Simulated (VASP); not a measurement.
# SiPb (CsCl type) (Pm-3m) in VASP: further runs

Runs on SiPb (CsCl type). Level: PBEsol. Tasks: single point.

Everything below comes from runs of VASP 6.6.1. Logs are shortened: lines on timing, memory, paths and dates and some standing lists are left out, and cuts for length are marked.

### 1 The cell of the first run

Symmetry: Pm-3m, No. 221, cubic system. Conventional cell: a = 2.879 Å, b = 2.879 Å, c = 2.879 Å, α = 90.00°, β = 90.00°, γ = 90.00°. Within 3.3 Å of Pb (site symmetry m-3m) lie 8 Si at 2.49 Å and 6 Pb at 2.88 Å. Si (site symmetry m-3m) has 8 Pb at 2.49 Å and 6 Si at 2.88 Å within 3.3 Å.

### 2 Single point, PBEsol (volume scaled by 0.52)

Contents of INCAR:

```
SYSTEM = SiPb
  ALGO = Normal
  EDIFF = 1E-6
  ENCUT = 520
  GGA = PS
  ISIF = 2
  ISMEAR = -1
  LASPH = .True.
  LCHARG = .False.
  LREAL = .False.
  LWAVE = .False.
  NBANDS = 16
  NELM = 60
  PREC = Accurate
  SIGMA = 0.08
```

Contents of KPOINTS:

```
k-points
0
Gamma
  11 11 11
  0 0 0
```

Contents of POSCAR:

```
SiPb
1.0
    2.8788432534      0.0000000000      0.0000000000
    0.0000000000      2.8788432534      0.0000000000
    0.0000000000      0.0000000000      2.8788432534
Pb Si
1 1
Direct
    0.0000000000      0.0000000000      0.0000000000
    0.5000000000      0.5000000000      0.5000000000
```

Potentials or basis: VASP PAW PBE potentials, release 64 (Pb_d, Si).

Started as:

```
$ cat potpaw_PBE.64/Pb_d/POTCAR potpaw_PBE.64/Si/POTCAR > POTCAR
$ mpirun -np 1 vasp_std > vasp.out
```

OUTCAR:

```text
SYSTEM = SiPb
   EDIFF = 1E-6
   ENCUT = 520
   GGA = PS
   ISIF = 2
   ISMEAR = -1
   LASPH = .True.
   LREAL = .False.
   NELM = 60
   PREC = Accurate

 ion  position               nearest neighbor table
   1  0.000  0.000  0.000-   2 2.49   2 2.49   2 2.49   2 2.49   2 2.49   2 2.49   2 2.49   2 2.49

   2  0.500  0.500  0.500-   1 2.49   1 2.49   1 2.49   1 2.49   1 2.49   1 2.49   1 2.49   1 2.49

  LATTYP: Found a simple cubic cell.
 ALAT       =     2.8788432534

  Lattice vectors:

 A1 = (   2.8788432534,   0.0000000000,   0.0000000000)
 A2 = (   0.0000000000,   2.8788432534,   0.0000000000)
 A3 = (   0.0000000000,   0.0000000000,   2.8788432534)

Analysis of symmetry for initial positions (statically):
=====================================================================
 Subroutine PRICEL returns:
 Original cell was already a primitive cell.

 Routine SETGRP: Setting up the symmetry group for a
 simple cubic supercell.

 Subroutine GETGRP returns: Found 48 space group operations
 (whereof 48 operations were pure point group operations)
 out of a pool of 48 trial point group operations.

The static configuration has the point symmetry O_h .

Analysis of symmetry for dynamics (positions and initial velocities):
=====================================================================
 Subroutine PRICEL returns:
 Original cell was already a primitive cell.

 Routine SETGRP: Setting up the symmetry group for a
 simple cubic supercell.

 Subroutine GETGRP returns: Found 48 space group operations
 (whereof 48 operations were pure point group operations)
 out of a pool of 48 trial point group operations.

The dynamic configuration has the point symmetry O_h .

 Subroutine INISYM returns: Found 48 space group operations
 (whereof 48 operations are pure point group operations),
 and found     1 'primitive' translations

----------------------------------------------------------------------------------------

                                     Primitive cell

  volume of cell :      23.8591

  direct lattice vectors                    reciprocal lattice vectors
     2.878843253  0.000000000  0.000000000     0.347361739  0.000000000  0.000000000
     0.000000000  2.878843253  0.000000000     0.000000000  0.347361739  0.000000000
     0.000000000  0.000000000  2.878843253     0.000000000  0.000000000  0.347361739

  length of vectors
     2.878843253  2.878843253  2.878843253     0.347361739  0.347361739  0.347361739

  position of ions in fractional coordinates (direct lattice)
     0.000000000  0.000000000  0.000000000
     0.500000000  0.500000000  0.500000000

  ion indices of the primitive-cell ions
   primitive index   ion index
                 1           1
                 2           2

----------------------------------------------------------------------------------------

 KPOINTS: k-points

Automatic generation of k-mesh.
 Grid dimensions read from file:
 generate k-points for:   11   11   11

 Generating k-lattice:

  Cartesian coordinates                     Fractional coordinates (reciprocal lattice)
     0.031578340  0.000000000  0.000000000     0.090909091  0.000000000  0.000000000
     0.000000000  0.031578340  0.000000000     0.000000000  0.090909091  0.000000000
     0.000000000  0.000000000  0.031578340     0.000000000  0.000000000  0.090909091

  Length of vectors
     0.031578340  0.031578340  0.031578340

  Shift w.r.t. Gamma in fractional coordinates (k-lattice)
     0.000000000  0.000000000  0.000000000

 Subroutine IBZKPT returns following result:
 ===========================================

 Found     56 irreducible k-points:

 Following reciprocal coordinates:
            Coordinates               Weight
  0.000000  0.000000  0.000000      1.000000
  0.090909  0.000000  0.000000      6.000000
  0.181818  0.000000  0.000000      6.000000
  0.272727  0.000000  0.000000      6.000000
  0.363636  0.000000  0.000000      6.000000
  0.454545  0.000000  0.000000      6.000000
[... 16 lines left out ...]
  0.181818  0.090909  0.090909     24.000000
  0.272727  0.090909  0.090909     24.000000
 [... further k-points ...]
   k-points           NKPTS =     56   k-points in BZ     NKDIM =     56   number of bands    NBANDS=     16
   number of dos      NEDOS =    301   number of ions     NIONS =      2
   total plane-waves  NPLWV =  13824
   dimension x,y,z NGX =    24 NGY =   24 NGZ =   24
   dimension x,y,z NGXF=    48 NGYF=   48 NGZF=   48
   ions per type =               1   1
   NGX,Y,Z   is equivalent  to a cutoff of  13.86, 13.86, 13.86 a.u.
   NGXF,Y,Z  is equivalent  to a cutoff of  27.72, 27.72, 27.72 a.u.
 SYSTEM =  SiPb
   PREC   = accura    normal or accurate (medium, high low for compatibility)
   ISTART =      0    job   : 0-new  1-cont  2-samecut
   ICHARG =      2    charge: 1-file 2-atom 10-const
   ISPIN  =      1    spin polarized calculation?
   LNONCOLLINEAR =      F non collinear calculations
   LSORBIT =      F    spin-orbit coupling
   LASPH  =      T    aspherical Exc in radial PAW
   ENCUT  =  520.0 eV  38.22 Ry    6.18 a.u.   5.35  5.35  5.35*2*pi/ulx,y,z
   NELM   =     60;   NELMIN=  2; NELMDL= -5     # of ELM steps
   EDIFF  = 0.1E-05   stopping-criterion for ELM
   LREAL  =      F    real-space projection
[... 7 lines left out ...]
   TEBEG  =    0.0;   TEEND  =   0.0 temperature during run
   PSTRESS=    0.0 pullay stress
   NELECT =      18.0000    total number of electrons
   NUPDOWN=      -1.0000    fix difference up-down
   EMIN   =  10.00;   EMAX   =-10.00  energy-range for DOS
   EFERMI =   0.00;   METHOD = LEGACY
   ISMEAR =    -1;   SIGMA  =   0.08  broadening in eV -4-tet -1-fermi 0-gaus
   EFERMI_NEDOS =   21; number of points for ismear=-14 and -15
   IALGO  =     38    algorithm
   IMIX   =      4    mixing-type and parameters
     AMIX     =   0.40;   BMIX     =  1.00
     AMIX_MAG =   1.60;   BMIX_MAG =  1.00
  volume/ion in A,a.u.               =      11.93        80.50
  Fermi-wavevector in a.u.,A,eV,Ry     =   1.490325  2.816306 30.219472  2.221069
  Thomas-Fermi vector in A             =   2.603121
   LORBIT       =      0    0 simple, 1 ext, 2 COOP (PROOUT), +10 PAW based schemes
   GGA     = PS    functional components
   LHFCALC =     F    Hartree Fock is set to
   AEXX    =    0.0000 exact exchange contribution
   IVDW    =     0    specifies the selected vdW correction
   LEPSILON=     F    determine dielectric tensor
   LRPA    =     F    only Hartree local field effects (RPA)
 non-spin polarized calculation
  energy-cutoff  :      520.00
  volume of cell :       23.86
 maximum number of plane-waves:       659
 NGX is ok and might be reduce to    24
   NGX = 11   NGY = 11   NGZ = 11

 number of electron      18.0000007 magnetization

 Free energy of the ion-electron system (eV)
  ---------------------------------------------------
  ext. energy  EPLUGINS =         0.00000000
  ---------------------------------------------------
  free energy    TOTEN  =        -1.96597168 eV

  energy without entropy =       -1.94706938  energy(sigma->0) =       -1.95652053

 E-fermi :  18.5257     XC(G=0): -13.9182

 val. band max:       18.5128655852   @ k =   0.1818   0.1818   0.0000
 cond. band min:      18.5919413050   @ k =   0.4545   0.1818   0.0000
 fundamental gap:      0.0790757198
 Fermi energy:        18.5256688437

 k-point     1 :       0.0000    0.0000    0.0000
  band No.  band energies     occupation
      1      -1.1442      2.00000
      2      -1.1442      2.00000
      3      -1.0492      2.00000
      4       0.4152      2.00000
      5       0.4152      2.00000
      6       0.4152      2.00000
[... 8 lines left out ...]
     15      33.3138      0.00000
     16      34.4832      0.00000

 k-point     2 :       0.0909    0.0000    0.0000
  band No.  band energies     occupation
      1      -1.1306      2.00000
      2      -1.0889      2.00000
      3      -0.8550      2.00000
      4       0.3653      2.00000
      5       0.3653      2.00000
      6       0.4207      2.00000
[... 8 lines left out ...]
     15      32.8711      0.00000
     16      34.2424      0.00000

 k-point     3 :       0.1818    0.0000    0.0000
  band No.  band energies     occupation
      1      -1.0937      2.00000
      2      -0.9738      2.00000
      3      -0.2397      2.00000
      4       0.2346      2.00000
      5       0.2346      2.00000
      6       0.4358      2.00000
[... 8 lines left out ...]
     15      32.0300      0.00000
     16      32.4437      0.00000

 k-point     4 :       0.2727    0.0000    0.0000
  band No.  band energies     occupation
      1      -1.0450      2.00000
      2      -0.8238      2.00000
      3       0.0693      2.00000
      4       0.0693      2.00000
      5       0.4557      2.00000
      6       0.7696      2.00000
[... 8 lines left out ...]
     15      31.2932      0.00000
     16      31.3123      0.00000

 k-point     5 :       0.3636    0.0000    0.0000
  band No.  band energies     occupation
      1      -0.9996      2.00000
      2      -0.6819      2.00000
      3      -0.0771      2.00000
      4      -0.0771      2.00000
      5       0.4740      2.00000
      6       2.1374      2.00000
[... 8 lines left out ...]
     15      30.8021      0.00000
     16      32.5071      0.00000

 k-point     6 :       0.4545    0.0000    0.0000
  band No.  band energies     occupation
      1      -0.9724      2.00000
      2      -0.5954      2.00000
      3      -0.1619      2.00000
      4      -0.1619      2.00000
      5       0.4849      2.00000
      6       3.8229      2.00000
[... 8 lines left out ...]
     15      30.5639      0.00000
     16      32.2260      0.00000
[... 267 lines left out ...]
 k-point    21 :       0.4545    0.4545    0.0000
  band No.  band energies     occupation
      1      -1.3544      2.00000
      2      -0.6456      2.00000
      3      -0.0571      2.00000
      4      -0.0548      2.00000
      5       0.9691      2.00000
      6       7.7144      2.00000
[... 8 lines left out ...]
     15      29.3728      0.00000
     16      31.0916      0.00000

 k-point    22 :       0.0909    0.0909    0.0909
  band No.  band energies     occupation
      1      -1.0047      2.00000
      2      -1.0047      2.00000
      3      -0.5689      2.00000
      4       0.3241      2.00000
      5       0.3241      2.00000
      6       0.3418      2.00000
[... 8 lines left out ...]
     15      30.3437      0.00000
     16      33.7475      0.00000

 k-point    23 :       0.1818    0.0909    0.0909
  band No.  band energies     occupation
      1      -0.9690      2.00000
      2      -0.8356      2.00000
      3      -0.1855      2.00000
      4       0.1870      2.00000
      5       0.3171      2.00000
      6       0.4133      2.00000
[... 8 lines left out ...]
     15      30.3797      0.00000
     16      33.2865      0.00000

 k-point    24 :       0.2727    0.0909    0.0909
  band No.  band energies     occupation
      1      -0.9210      2.00000
      2      -0.6678      2.00000
      3      -0.1219      2.00000
      4       0.0132      2.00000
      5       0.3551      2.00000
      6       1.1613      2.00000
[... 8 lines left out ...]
     15      30.1334      0.00000
     16      32.2795      0.00000

 [... further k-points ...]
[... 5 lines left out ...]
  --------------------------------------------------------------------------------------
  -------------------------------------------------------------------------------------
  Total       26.9678873     26.9678873     26.9678873     -0.0000000      0.0000000     -0.0000000
  in kB     1810.9374461   1810.9374461   1810.9374461     -0.0000000      0.0000000     -0.0000000
  external PRESSURE =    1810.9374461 kB  Pullay stress =       0.0000000 kB

 VOLUME and BASIS-vectors are now :
 -----------------------------------------------------------------------------
  energy-cutoff  :      520.00
  volume of cell :       23.86
      direct lattice vectors                 reciprocal lattice vectors
     2.878843253  0.000000000  0.000000000     0.347361739  0.000000000  0.000000000
     0.000000000  2.878843253  0.000000000     0.000000000  0.347361739  0.000000000
     0.000000000  0.000000000  2.878843253     0.000000000  0.000000000  0.347361739

 POSITION                                       TOTAL-FORCE (eV/Angst)
 -----------------------------------------------------------------------------------
      0.00000      0.00000      0.00000         0.000000      0.000000      0.000000
      1.43942      1.43942      1.43942         0.000000      0.000000      0.000000
 -----------------------------------------------------------------------------------
    total drift:                               -0.000000      0.000000      0.000000

  FREE ENERGIE OF THE ION-ELECTRON SYSTEM (eV)
  ---------------------------------------------------
  free  energy   TOTEN  =        -1.9659716844 eV

  energy  without entropy=       -1.9470693801  energy(sigma->0) =       -1.95652053
```

It took 12 s on 1 thread of Intel Xeon 6975P-C, shared host; peak memory 0.15 GiB.

What came out:

| Item | Value |
| --- | --- |
| Free energy | -1.9660 eV |
| Pressure | 181.1 GPa |
| Band gap on the k mesh | zero (band 9 reaches 21.48 eV, above the bottom of band 10 at 15.43 eV) |

Caveat: the PAW data sets were made with another functional, which shifts forces and pressure a little; spin-orbit coupling is left out, which moves the levels of the heavy elements.

(Part 1 of 2 ends here.)
